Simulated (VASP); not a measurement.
Hg:

```
Hg
1.0
     4.61505    0.00000    0.00000
    -2.30753    3.99675    0.00000
     0.00000    0.00000    5.24480
Hg
3
Direct
  0.21700 0.00000 0.16667
  0.00000 0.21700 0.83333
  0.78300 0.78300 0.50000
```

Base run:

- Program: VASP 6.6.1
- Functional: PBE
- Potentials or basis: VASP PAW PBE potentials, release 64 (Hg_sv_GW)
- Cutoff: 500 eV
- k mesh: 6 × 6 × 4
- Occupations: gaussian, width 0.1 eV
- Spin: no spin polarisation

Its results: band gap on the k mesh zero (band 30 reaches 6.38 eV, above the bottom of band 31 at 2.61 eV); pressure 11.3 GPa; largest force 4.293 eV/Å.

The run is repeated on the same cell with these changes: potentials or basis from VASP PAW PBE potentials, release 64 (Hg_sv_GW) to VASP PAW PBE potentials, release 64 (Hg); cutoff from 500 eV to 520 eV; further incar settings from ALGO = Normal; EDIFF = 1e-06; NBANDS = 37 to ALGO = Normal; EDIFF = 1e-06; NBANDS = 25; valence electrons from 60 to 36. What comes out?

Band gap on the k mesh zero (band 18 reaches 4.02 eV, above the bottom of band 19 at 0.22 eV); pressure 13.1 GPa; largest force 4.518 eV/Å.

Caveats: spin-orbit coupling is left out, which moves the levels of the heavy elements; forces of over 1 eV/Å act on the atoms, so gaps and moduli don't describe the material at rest.
